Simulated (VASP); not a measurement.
# VSi (zincblende type) (F-43m) in VASP: notebook

The runs below take VSi (zincblende type) through electric field gradients, with PBE.

All numbers are computed with VASP 6.6.1; they aren't measurements. Logs are shortened: lines on timing, memory, paths and dates and some standing lists are left out, and cuts for length are marked.

## (1) The cell of the first run

It takes space group F-43m (No. 216, cubic). Conventional cell: a = 5.473 Å, b = 5.473 Å, c = 5.473 Å, α = 90.00°, β = 90.00°, γ = 90.00°. Within 3.1 Å of V (site symmetry -43m) lie 4 Si at 2.37 Å. Within 3.1 Å of Si (site symmetry -43m) lie 4 V at 2.37 Å.

## (2) Electric field gradients, PBE, collinear spin, ferromagnetic start (20.50 Å³/atom)

Contents of INCAR:

```
SYSTEM = VSi
PREC = Accurate
ENCUT = 400
EDIFF = 1E-8
ISMEAR = -1
SIGMA = 0.05
LREAL = .FALSE.
LASPH = .TRUE.
NELM = 200
ALGO = Normal
ISIF = 2
LWAVE = .FALSE.
LCHARG = .FALSE.
ISPIN = 2
MAGMOM = 1.5 0
LORBIT = 11
LMAXMIX = 4
GGA = PE
LEFG = .TRUE.
NBANDS = 20
GGA_COMPAT = .FALSE.
```

Contents of KPOINTS:

```
regular mesh
0
G
  11 11 11
  0 0 0
```

Contents of POSCAR:

```
VSi
1.0
    0.0000000000      2.7366401553      2.7366401553
    2.7366401553      0.0000000000      2.7366401553
    2.7366401553      2.7366401553      0.0000000000
V Si
1 1
Direct
    0.0000000000      0.0000000000      0.0000000000
    0.2500000000      0.2500000000      0.2500000000
```

Potentials or basis: VASP PAW PBE potentials, release 64 (V_sv, Si).

Started as:

```console
$ cat potpaw_PBE.64/V_sv/POTCAR potpaw_PBE.64/Si/POTCAR > POTCAR
$ mpirun -np 1 vasp_std > vasp.out
```

OUTCAR:

```text
SYSTEM = VSi
   PREC = Accurate
   ENCUT = 400
   EDIFF = 1E-8
   ISMEAR = -1
   LREAL = .FALSE.
   LASPH = .TRUE.
   NELM = 200
   ISIF = 2
   ISPIN = 2
   LORBIT = 11
   GGA = PE

 ion  position               nearest neighbor table
   1  0.000  0.000  0.000-   2 2.37   2 2.37   2 2.37   2 2.37
   2  0.250  0.250  0.250-   1 2.37   1 2.37   1 2.37   1 2.37

  LATTYP: Found a face centered cubic cell.
 ALAT       =     5.4732803106

  Lattice vectors:

 A1 = (   0.0000000000,   2.7366401553,   2.7366401553)
 A2 = (   2.7366401553,   0.0000000000,   2.7366401553)
 A3 = (   2.7366401553,   2.7366401553,   0.0000000000)

Analysis of symmetry for initial positions (statically):
=====================================================================
 Subroutine PRICEL returns:
 Original cell was already a primitive cell.

 Routine SETGRP: Setting up the symmetry group for a
 face centered cubic supercell.

 Subroutine GETGRP returns: Found 24 space group operations
 (whereof 24 operations were pure point group operations)
 out of a pool of 48 trial point group operations.

The static configuration has the point symmetry T_d .

Analysis of symmetry for dynamics (positions and initial velocities):
=====================================================================
 Subroutine PRICEL returns:
 Original cell was already a primitive cell.

 Routine SETGRP: Setting up the symmetry group for a
 face centered cubic supercell.

 Subroutine GETGRP returns: Found 24 space group operations
 (whereof 24 operations were pure point group operations)
 out of a pool of 48 trial point group operations.

The dynamic configuration has the point symmetry T_d .

Analysis of structural, dynamic, and magnetic symmetry:
=====================================================================
 Subroutine PRICEL returns:
 Original cell was already a primitive cell.

 Routine SETGRP: Setting up the symmetry group for a
 face centered cubic supercell.

 Subroutine GETGRP returns: Found 24 space group operations
 (whereof 24 operations were pure point group operations)
 out of a pool of 48 trial point group operations.

The overall configuration has the point symmetry T_d .

[... 705 lines left out ...]
     20      20.0635      0.00000

 [... further k-points ...]

 spin component 2

 k-point     1 :       0.0000    0.0000    0.0000
  band No.  band energies     occupation
      1     -58.8710      1.00000
      2     -32.7413      1.00000
      3     -32.7413      1.00000
      4     -32.7413      1.00000
      5      -3.6938      1.00000
      6       3.5651      1.00000
[... 541 lines left out ...]
     19      18.8719      0.00000
     20      20.1425      0.00000

 [... further k-points ...]

------------------------ aborting loop because EDIFF is reached ----------------------------------------

  FORCE on cell =-STRESS in cart. coord.  units (eV):
  Direction    XX          YY          ZZ          XY          YZ          ZX
  --------------------------------------------------------------------------------------
  -------------------------------------------------------------------------------------
  Total        0.4763265      0.4763265      0.4763265      0.0000000      0.0000000      0.0000000
  in kB       18.6179649     18.6179649     18.6179649      0.0000000      0.0000000      0.0000000
  external PRESSURE =      18.6179649 kB  Pullay stress =       0.0000000 kB

 VOLUME and BASIS-vectors are now :
 -----------------------------------------------------------------------------
  energy-cutoff  :      400.00
  volume of cell :       40.99
      direct lattice vectors                 reciprocal lattice vectors
     0.000000000  2.736640155  2.736640155    -0.182705789  0.182705789  0.182705789
     2.736640155  0.000000000  2.736640155     0.182705789 -0.182705789  0.182705789
     2.736640155  2.736640155  0.000000000     0.182705789  0.182705789 -0.182705789

 POSITION                                       TOTAL-FORCE (eV/Angst)
 -----------------------------------------------------------------------------------
      0.00000      0.00000      0.00000        -0.000000     -0.000000     -0.000000
      1.36832      1.36832      1.36832         0.000000      0.000000      0.000000
 -----------------------------------------------------------------------------------
    total drift:                               -0.000000     -0.000000     -0.000000

  FREE ENERGIE OF THE ION-ELECTRON SYSTEM (eV)
  ---------------------------------------------------
  free  energy   TOTEN  =       -12.3965816970 eV

  energy  without entropy=      -12.3761605503  energy(sigma->0) =      -12.38637112

 Electric field gradients (V/A^2)
---------------------------------------------------------------------
 ion       V_xx      V_yy      V_zz      V_xy      V_xz      V_yz
---------------------------------------------------------------------
   1       0.000    -0.000     0.000     0.002     0.002     0.002
   2      -0.000    -0.000     0.000    -0.000    -0.000    -0.000
---------------------------------------------------------------------

 Electric field gradients after diagonalization (V/A^2)
 (convention: |V_zz| > |V_xx| > |V_yy|)
----------------------------------------------------------------------
 ion       V_xx      V_yy      V_zz     asymmetry (V_yy - V_xx)/ V_zz
----------------------------------------------------------------------
   1      -0.002    -0.002     0.004       0.000
   2       0.000     0.000    -0.000       0.000
----------------------------------------------------------------------

           NMR quadrupolar parameters

 Cq : quadrupolar parameter    Cq=e*Q*V_zz/h
 eta: asymmetry parameters     (V_yy - V_xx)/ V_zz
 Q  : nuclear electric quadrupole moment in mb (millibarn)
----------------------------------------------------------------------
 ion       Cq(MHz)       eta       Q (mb)
----------------------------------------------------------------------
   1       0.000       0.000       1.000
   2      -0.000       0.000       1.000
----------------------------------------------------------------------

 total charge

# of ion       s       p       d       tot
------------------------------------------
    1        2.276   6.151   3.076  11.503
    2        0.826   0.964   0.000   1.790
--------------------------------------------------
tot          3.102   7.115   3.076  13.293

 magnetization (x)

# of ion       s       p       d       tot
------------------------------------------
    1        0.004  -0.001   0.425   0.428
    2       -0.006  -0.028   0.000  -0.034
--------------------------------------------------
tot         -0.001  -0.029   0.425   0.394
```

OSZICAR:

```text
N       E                     dE             d eps       ncg     rms          rms(c)
DAV:   1     0.107204870448E+03    0.10720E+03   -0.70104E+03  4536   0.664E+02
DAV:   2    -0.122305196426E+02   -0.11944E+03   -0.11425E+03  4752   0.226E+02
[... 11 lines left out ...]
DAV:  14    -0.123965797531E+02   -0.45764E-05   -0.60111E-06  5052   0.179E-02    0.101E-02
DAV:  15    -0.123965810498E+02   -0.12967E-05   -0.13499E-06  4968   0.694E-03    0.539E-03
DAV:  16    -0.123965816840E+02   -0.63417E-06   -0.65271E-07  5040   0.620E-03    0.294E-03
DAV:  17    -0.123965817383E+02   -0.54353E-07   -0.11931E-07  5012   0.211E-03    0.146E-03
DAV:  18    -0.123965817137E+02    0.24617E-07   -0.20321E-08  4380   0.951E-04    0.302E-04
DAV:  19    -0.123965817017E+02    0.12037E-07   -0.19482E-09  2444   0.297E-04    0.142E-04
DAV:  20    -0.123965816970E+02    0.46593E-08   -0.24544E-10  2396   0.121E-04
   1 F= -.12396582E+02 E0= -.12386371E+02  d E =-.204211E-01  mag=     0.4434
```

Run time: 2.6 min. Hardware: 1 thread of Intel Xeon 8259CL, shared host; peak memory 0.2 GiB.

What came out:

```yaml
Free_energy: -12.3966 eV
Pressure: 1.9 GPa
Net_moment: 0.44 μB per cell
Site_moments: V +0.43; Si -0.03 μB
Largest_electric_field_gradient_by_atom: zero within the noise of the run
Valence_electrons_inside_the_program's_atomic_spheres: V 11.50; Si 1.79
```

Levels at points of the mesh, in eV from the Fermi level:
Spin up:
| k point | band 7 | band 8 | band 9 | band 10 | band 11 | band 12 |
| --- | --- | --- | --- | --- | --- | --- |
| (0.00, 0.00, 0.00) | -1.65 | -1.65 | 0.11 | 0.11 | 6.38 | 6.38 |
Spin down:
```tsv
k point	band 5	band 6	band 7	band 8	band 9	band 10	band 11	band 12
(0.00, 0.00, 0.00)	-8.73	-1.47	-1.47	-1.47	0.59	0.59	6.47	6.47
```

## (3) Electric field gradients, PBE, collinear spin, ferromagnetic start

This run uses another cell than the first one, of 21.13 Å³/atom.

Contents of INCAR:

```
PREC     = Accurate       # precision mode
ENCUT    = 400            # plane-wave cutoff, eV
EDIFF    = 1E-8           # SCF threshold, eV
ISMEAR   = -1             # smearing method
SIGMA    = 0.05           # smearing width, eV
LREAL    = False          # projectors in reciprocal space
LASPH    = True           # aspherical terms in the spheres
NELM     = 200            # most SCF steps
ALGO     = Normal         # electronic algorithm
ISIF     = 2              # what is computed and relaxed
LWAVE    = False          # write WAVECAR
LCHARG   = False          # write CHGCAR
ISPIN    = 2              # spin polarisation
MAGMOM   = 1.5 0          # initial moments
LORBIT   = 11             # projections on sites
LMAXMIX  = 4              # l up to which the mixer works
GGA      = PE             # functional
LEFG     = True         
NBANDS   = 20             # bands
GGA_COMPAT= False
```

Contents of KPOINTS:

```
Automatic mesh
0
Gamma
  11 11 11
```

Contents of POSCAR:

```
VSi
1.0
    0.0000000000      2.7645669837      2.7645669837
    2.7645669837      0.0000000000      2.7645669837
    2.7645669837      2.7645669837      0.0000000000
V Si
1 1
Direct
    0.0000000000      0.0000000000      0.0000000000
    0.2500000000      0.2500000000      0.2500000000
```

Potentials or basis: VASP PAW PBE potentials, release 64 (V_sv, Si).

Started as:

```console
$ cat potpaw_PBE.64/V_sv/POTCAR potpaw_PBE.64/Si/POTCAR > POTCAR
$ mpirun -np 1 vasp_std > vasp.out
```

OUTCAR:

```text
PREC = Accurate
   ENCUT = 400
   EDIFF = 1E-8
   ISMEAR = -1
   LREAL = False
   LASPH = True
   NELM = 200
   ISIF = 2
   ISPIN = 2
   LORBIT = 11
   GGA = PE

 ion  position               nearest neighbor table
   1  0.000  0.000  0.000-   2 2.39   2 2.39   2 2.39   2 2.39
   2  0.250  0.250  0.250-   1 2.39   1 2.39   1 2.39   1 2.39

  LATTYP: Found a face centered cubic cell.
 ALAT       =     5.5291339674

  Lattice vectors:

 A1 = (   0.0000000000,   2.7645669837,   2.7645669837)
 A2 = (   2.7645669837,   0.0000000000,   2.7645669837)
 A3 = (   2.7645669837,   2.7645669837,   0.0000000000)

Analysis of symmetry for initial positions (statically):
=====================================================================
 Subroutine PRICEL returns:
 Original cell was already a primitive cell.

 Routine SETGRP: Setting up the symmetry group for a
[... 1323 lines left out ...]
      1.38228      1.38228      1.38228         0.000000      0.000000      0.000000
 -----------------------------------------------------------------------------------
    total drift:                               -0.000000     -0.000000     -0.000000

  FREE ENERGIE OF THE ION-ELECTRON SYSTEM (eV)
  ---------------------------------------------------
  free  energy   TOTEN  =       -12.4062232306 eV

  energy  without entropy=      -12.3847738267  energy(sigma->0) =      -12.39549853

 Electric field gradients (V/A^2)
---------------------------------------------------------------------
 ion       V_xx      V_yy      V_zz      V_xy      V_xz      V_yz
---------------------------------------------------------------------
   1      -0.000     0.000    -0.000     0.001     0.001     0.001
   2       0.000     0.000    -0.000    -0.000    -0.000    -0.000
---------------------------------------------------------------------

 Electric field gradients after diagonalization (V/A^2)
 (convention: |V_zz| > |V_xx| > |V_yy|)
----------------------------------------------------------------------
 ion       V_xx      V_yy      V_zz     asymmetry (V_yy - V_xx)/ V_zz
----------------------------------------------------------------------
   1      -0.001    -0.001     0.002       0.000
   2       0.000     0.000    -0.000       0.000
----------------------------------------------------------------------

           NMR quadrupolar parameters

 Cq : quadrupolar parameter    Cq=e*Q*V_zz/h
 eta: asymmetry parameters     (V_yy - V_xx)/ V_zz
 Q  : nuclear electric quadrupole moment in mb (millibarn)
----------------------------------------------------------------------
 ion       Cq(MHz)       eta       Q (mb)
----------------------------------------------------------------------
   1       0.000       0.000       1.000
   2      -0.000       0.000       1.000
----------------------------------------------------------------------

 total charge

# of ion       s       p       d       tot
------------------------------------------
    1        2.271   6.143   3.054  11.468
    2        0.822   0.950   0.000   1.772
--------------------------------------------------
tot          3.094   7.093   3.054  13.240

 magnetization (x)

# of ion       s       p       d       tot
------------------------------------------
    1        0.005  -0.001   0.533   0.537
    2       -0.007  -0.037   0.000  -0.044
--------------------------------------------------
tot         -0.002  -0.038   0.533   0.492
```

It took 2.6 min on 1 thread of Intel Xeon 8259CL, shared host; peak memory 0.2 GiB.

Results:

* Free energy: -12.4062 eV
* Pressure: -0.4 GPa
* Net moment: 0.55 μB per cell
* Site moments: V +0.54; Si -0.04 μB
* Largest electric field gradient by atom: zero within the noise of the run
* Valence electrons inside the program's atomic spheres: V 11.47; Si 1.77

(Continued in part 2 of 2.)
